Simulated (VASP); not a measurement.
# GaC3 in VASP: further runs, part 2 of 3

VASP 6.6.1. Earlier steps stand in the parts before.

## Step 4: Single point, PBE

Contents of INCAR:

```
SYSTEM = GaC3
PREC = Accurate ; ENCUT = 520
EDIFF = 1E-6 ; ISMEAR = -1
SIGMA = 0.05 ; LREAL = .FALSE.
LASPH = .TRUE. ; NELM = 80
ALGO = Normal ; ISIF = 2
LWAVE = .FALSE. ; LCHARG = .FALSE.
GGA = PE ; NBANDS = 20
```

Contents of KPOINTS:

```
Automatic mesh
0
G
  10 10 10
  0 0 0
```

Contents of POSCAR:

```
GaC3
1.0
    3.3189500000     -0.0082973750     -0.0082973750
   -0.0082973750      3.3189500000     -0.0082973750
   -0.0082973750     -0.0082973750      3.3189500000
Ga C
1 3
Direct
    0.0000000000      0.0000000000      0.0000000000
    0.0000000000      0.5000000000      0.5000000000
    0.5000000000      0.0000000000      0.5000000000
    0.5000000000      0.5000000000      0.0000000000
```

Potentials or basis: VASP PAW PBE potentials, release 64 (Ga_d, C).

The run is started by

```sh
$ cat potpaw_PBE.64/Ga_d/POTCAR potpaw_PBE.64/C/POTCAR > POTCAR
$ mpirun -np 1 vasp_std > vasp.out
```

OUTCAR:

```text
SYSTEM = GaC3
   PREC = Accurate
   ENCUT = 520
   EDIFF = 1E-6
   ISMEAR = -1
   LREAL = .FALSE.
   LASPH = .TRUE.
   NELM = 80
   ISIF = 2
   GGA = PE

 ion  position               nearest neighbor table
   1  0.000  0.000  0.000-   2 2.34   3 2.34   4 2.34   2 2.34   3 2.34   4 2.34   4 2.35   2 2.35
                             3 2.35   4 2.35   3 2.35   2 2.35
   2  0.000  0.500  0.500-   1 2.34   1 2.34   1 2.35   1 2.35
   3  0.500  0.000  0.500-   1 2.34   1 2.34   1 2.35   1 2.35
   4  0.500  0.500  0.000-   1 2.34   1 2.34   1 2.35   1 2.35

  LATTYP: Found a trigonal (rhomboedric) cell.
 ALAT       =     3.3189707434
 COS(alpha) =    -0.0049936876

  Lattice vectors:

 A1 = (   3.3189500000,  -0.0082973750,  -0.0082973750)
 A2 = (  -0.0082973750,   3.3189500000,  -0.0082973750)
 A3 = (  -0.0082973750,  -0.0082973750,   3.3189500000)

Analysis of symmetry for initial positions (statically):
=====================================================================
 Subroutine PRICEL returns:
 Original cell was already a primitive cell.

 Routine SETGRP: Setting up the symmetry group for a
 trigonal (rhombohedral) supercell.

 Subroutine GETGRP returns: Found 12 space group operations
 (whereof 12 operations were pure point group operations)
 out of a pool of 12 trial point group operations.

The static configuration has the point symmetry D_3d.

Analysis of symmetry for dynamics (positions and initial velocities):
=====================================================================
 Subroutine PRICEL returns:
 Original cell was already a primitive cell.

 Routine SETGRP: Setting up the symmetry group for a
 trigonal (rhombohedral) supercell.

 Subroutine GETGRP returns: Found 12 space group operations
 (whereof 12 operations were pure point group operations)
 out of a pool of 12 trial point group operations.

The dynamic configuration has the point symmetry D_3d.

 Subroutine INISYM returns: Found 12 space group operations
 (whereof 12 operations are pure point group operations),
 and found     1 'primitive' translations

----------------------------------------------------------------------------------------

                                     Primitive cell

  volume of cell :      36.5590

  direct lattice vectors                    reciprocal lattice vectors
     3.318950000 -0.008297375 -0.008297375     0.301303886  0.000755148  0.000755148
    -0.008297375  3.318950000 -0.008297375     0.000755148  0.301303886  0.000755148
    -0.008297375 -0.008297375  3.318950000     0.000755148  0.000755148  0.301303886

  length of vectors
     3.318970743  3.318970743  3.318970743     0.301305778  0.301305778  0.301305778

  position of ions in fractional coordinates (direct lattice)
     0.000000000  0.000000000  0.000000000
     1.000000000  0.500000000  0.500000000
     0.500000000  1.000000000  0.500000000
     0.500000000  0.500000000  0.000000000

  ion indices of the primitive-cell ions
   primitive index   ion index
                 1           1
                 2           2
                 3           3
                 4           4

----------------------------------------------------------------------------------------

 KPOINTS: Automatic mesh

Automatic generation of k-mesh.
 Grid dimensions read from file:
 generate k-points for:   10   10   10

 Generating k-lattice:

  Cartesian coordinates                     Fractional coordinates (reciprocal lattice)
     0.030130389  0.000075515  0.000075515     0.100000000  0.000000000  0.000000000
     0.000075515  0.030130389  0.000075515     0.000000000  0.100000000  0.000000000
     0.000075515  0.000075515  0.030130389     0.000000000  0.000000000  0.100000000

  Length of vectors
     0.030130578  0.030130578  0.030130578

  Shift w.r.t. Gamma in fractional coordinates (k-lattice)
     0.000000000  0.000000000  0.000000000

 Subroutine IBZKPT returns following result:
 ===========================================

 Found    116 irreducible k-points:

 Following reciprocal coordinates:
            Coordinates               Weight
  0.000000  0.000000  0.000000      1.000000
  0.100000 -0.000000 -0.000000      6.000000
  0.200000 -0.000000 -0.000000      6.000000
  0.300000  0.000000  0.000000      6.000000
  0.400000  0.000000  0.000000      6.000000
  0.500000 -0.000000  0.000000      3.000000
[... 16 lines left out ...]
  0.300000  0.300000  0.000000      6.000000
  0.400000  0.300000  0.000000     12.000000
 [... further k-points ...]
   k-points           NKPTS =    116   k-points in BZ     NKDIM =    116   number of bands    NBANDS=     20
   number of dos      NEDOS =    301   number of ions     NIONS =      4
   total plane-waves  NPLWV =  21952
   dimension x,y,z NGX =    28 NGY =   28 NGZ =   28
   dimension x,y,z NGXF=    56 NGYF=   56 NGZF=   56
   ions per type =               1   3
   NGX,Y,Z   is equivalent  to a cutoff of  14.03, 14.03, 14.03 a.u.
   NGXF,Y,Z  is equivalent  to a cutoff of  28.05, 28.05, 28.05 a.u.
 SYSTEM =  GaC3
   PREC   = accura    normal or accurate (medium, high low for compatibility)
   ISTART =      0    job   : 0-new  1-cont  2-samecut
   ICHARG =      2    charge: 1-file 2-atom 10-const
   ISPIN  =      1    spin polarized calculation?
   LNONCOLLINEAR =      F non collinear calculations
   LSORBIT =      F    spin-orbit coupling
   LASPH  =      T    aspherical Exc in radial PAW
   ENCUT  =  520.0 eV  38.22 Ry    6.18 a.u.   6.17  6.17  6.17*2*pi/ulx,y,z
   NELM   =     80;   NELMIN=  2; NELMDL= -5     # of ELM steps
   EDIFF  = 0.1E-05   stopping-criterion for ELM
   LREAL  =      F    real-space projection
   EDIFFG = 0.1E-04   stopping-criterion for IOM
   NSW    =      0    number of steps for IOM
   IBRION =     -1    ionic relax: 0-MD 1-quasi-New 2-CG
   NFREE  =      0    steps in history (QN), initial steepest desc. (CG)
   ISIF   =      2    stress and relaxation
   ISYM   =      2    0-nonsym 1-usesym 2-fastsym
   POTIM  = 0.5000    time-step for ionic-motion
   TEBEG  =    0.0;   TEEND  =   0.0 temperature during run
   PSTRESS=    0.0 pullay stress
   NELECT =      25.0000    total number of electrons
   NUPDOWN=      -1.0000    fix difference up-down
   EMIN   =  10.00;   EMAX   =-10.00  energy-range for DOS
   EFERMI =   0.00;   METHOD = LEGACY
   ISMEAR =    -1;   SIGMA  =   0.05  broadening in eV -4-tet -1-fermi 0-gaus
   EFERMI_NEDOS =   21; number of points for ismear=-14 and -15
   IALGO  =     38    algorithm
   IMIX   =      4    mixing-type and parameters
     AMIX     =   0.40;   BMIX     =  1.00
     AMIX_MAG =   1.60;   BMIX_MAG =  1.00
  volume/ion in A,a.u.               =       9.14        61.68
  Fermi-wavevector in a.u.,A,eV,Ry     =   1.442304  2.725560 28.303399  2.080241
  Thomas-Fermi vector in A             =   2.560839
   LORBIT       =      0    0 simple, 1 ext, 2 COOP (PROOUT), +10 PAW based schemes
   GGA     = PE    functional components
   LHFCALC =     F    Hartree Fock is set to
   AEXX    =    0.0000 exact exchange contribution
   IVDW    =     0    specifies the selected vdW correction
   LEPSILON=     F    determine dielectric tensor
   LRPA    =     F    only Hartree local field effects (RPA)
 non-spin polarized calculation
  energy-cutoff  :      520.00
  volume of cell :       36.56
 maximum number of plane-waves:      1003
 NGX is ok and might be reduce to    28
   NGX = 13   NGY = 13   NGZ = 13

 number of electron      25.0000005 magnetization

 Free energy of the ion-electron system (eV)
  ---------------------------------------------------
  ext. energy  EPLUGINS =         0.00000000
  ---------------------------------------------------
  free energy    TOTEN  =       -17.67986368 eV

  energy without entropy =      -17.66596997  energy(sigma->0) =      -17.67291682

 E-fermi :   7.4932     XC(G=0): -12.5336

 val. band max:        7.4897404976   @ k =   0.4000   0.2000   0.2000
 cond. band min:       7.5094895827   @ k =  -0.2000  -0.2000   0.1000
 fundamental gap:      0.0197490851
 Fermi energy:         7.4932226102

 k-point     1 :       0.0000    0.0000    0.0000
  band No.  band energies     occupation
      1      -9.1597      2.00000
      2      -7.6936      2.00000
      3      -7.6936      2.00000
      4      -7.4906      2.00000
      5      -7.4906      2.00000
      6      -7.4880      2.00000
[... 12 lines left out ...]
     19      19.3965      0.00000
[... 513 lines left out ...]
      4      -7.5431      2.00000
      5      -7.5194      2.00000
      6      -6.0963      2.00000
[... 12 lines left out ...]
     19      14.7547      0.00000
     20      16.7145      0.00000

 [... further k-points ...]
[... 5 lines left out ...]
  --------------------------------------------------------------------------------------
  -------------------------------------------------------------------------------------
  Total        0.4335284      0.4335284      0.4335284     -0.0064143     -0.0064143     -0.0064143
  in kB       18.9991484     18.9991484     18.9991484     -0.2811014     -0.2811014     -0.2811014
  external PRESSURE =      18.9991484 kB  Pullay stress =       0.0000000 kB

 VOLUME and BASIS-vectors are now :
 -----------------------------------------------------------------------------
  energy-cutoff  :      520.00
  volume of cell :       36.56
      direct lattice vectors                 reciprocal lattice vectors
     3.318950000 -0.008297375 -0.008297375     0.301303886  0.000755148  0.000755148
    -0.008297375  3.318950000 -0.008297375     0.000755148  0.301303886  0.000755148
    -0.008297375 -0.008297375  3.318950000     0.000755148  0.000755148  0.301303886

 POSITION                                       TOTAL-FORCE (eV/Angst)
 -----------------------------------------------------------------------------------
      0.00000      0.00000      0.00000         0.000000      0.000000     -0.000000
     -0.00830      1.65533      1.65533        -0.000000     -0.000000      0.000000
      1.65533     -0.00830      1.65533        -0.000000      0.000000      0.000000
      1.65533      1.65533     -0.00830         0.000000      0.000000      0.000000
 -----------------------------------------------------------------------------------
    total drift:                               -0.000000      0.000000      0.000000

  FREE ENERGIE OF THE ION-ELECTRON SYSTEM (eV)
  ---------------------------------------------------
  free  energy   TOTEN  =       -17.6798636762 eV

  energy  without entropy=      -17.6659699701  energy(sigma->0) =      -17.67291682
```

stdout:

```text
POSCAR found type information on POSCAR GaC
 POSCAR found :  2 types and       4 ions
 scaLAPACK will be used
 LDA part: xc-table for (Slater+PW92), standard interpolation
 POSCAR, INCAR and KPOINTS ok, starting setup
 FFT: planning ... GRIDC
 FFT: planning ... GRID_SOFT
 FFT: planning ... GRID
 WAVECAR not read
 entering main loop
```

Wall time 49 s (1 thread of AMD EPYC 9R45 (Zen 5), shared host); peak memory 0.18 GiB.

Results:

```yaml
Free_energy: -17.6799 eV
Pressure: 1.9 GPa
```

Levels at points of the mesh, in eV from the Fermi level:
| k point | band 11 | band 12 | band 13 | band 14 | band 15 | band 16 |
| --- | --- | --- | --- | --- | --- | --- |
| (0.00, 0.00, 0.00) | -5.42 | -0.05 | 1.17 | 1.27 | 1.27 | 3.81 |
| (0.50, 0.00, 0.00) | -2.06 | -2.00 | -1.73 | -0.68 | 0.64 | 3.55 |
| (0.50, 0.50, 0.00) | -0.58 | -0.53 | -0.51 | -0.50 | -0.32 | 4.15 |
| (0.50, 0.50, 0.50) | -7.14 | -7.04 | -3.40 | 4.54 | 4.54 | 4.56 |

## Step 5: Single point, PBE

Contents of INCAR:

```
ALGO     = Normal         # electronic algorithm
EDIFF    = 1E-6           # SCF threshold, eV
ENCUT    = 520            # plane-wave cutoff, eV
GGA      = PE             # functional
ISIF     = 2              # what is computed and relaxed
ISMEAR   = -1             # smearing method
LASPH    = True           # aspherical terms in the spheres
LCHARG   = False          # write CHGCAR
LREAL    = False          # projectors in reciprocal space
LWAVE    = False          # write WAVECAR
NBANDS   = 20             # bands
NELM     = 80             # most SCF steps
PREC     = Accurate       # precision mode
SIGMA    = 0.05           # smearing width, eV
```

Contents of KPOINTS:

```
k-points
0
Gamma
  10 10 10
```

Contents of POSCAR:

```
GaC3
1.0
    3.3189500000      0.0082973750      0.0082973750
    0.0082973750      3.3189500000      0.0082973750
    0.0082973750      0.0082973750      3.3189500000
Ga C
1 3
Direct
    0.0000000000      0.0000000000      0.0000000000
    0.0000000000      0.5000000000      0.5000000000
    0.5000000000      0.0000000000      0.5000000000
    0.5000000000      0.5000000000      0.0000000000
```

The run is started by

```sh
$ cat potpaw_PBE.64/Ga_d/POTCAR potpaw_PBE.64/C/POTCAR > POTCAR
$ mpirun -np 1 vasp_std > vasp.out
```

Wall time 49 s (1 thread of AMD EPYC 9R45 (Zen 5), shared host); peak memory 0.18 GiB.

Results (log left out):

| Property | Result |
| --- | --- |
| Free energy | -17.6799 eV |
| Pressure | 1.9 GPa |

Levels at points of the mesh, in eV from the Fermi level:
```
           k point  band 10  band 11  band 12  band 13  band 14  band 15  band 16  band 17
(0.00, 0.00, 0.00)    -5.42    -5.42    -0.05     1.20     1.20     1.30     3.77     3.88
(0.50, 0.00, 0.00)    -2.88    -2.06    -2.01    -1.73    -0.68     0.64     3.55     3.67
(0.50, 0.50, 0.00)    -1.07    -0.58    -0.54    -0.51    -0.50    -0.32     4.15     4.51
(0.50, 0.50, 0.50)    -7.15    -7.15    -7.04    -3.40     4.54     4.55     4.55     5.03
```

[end of part 2 of 3]
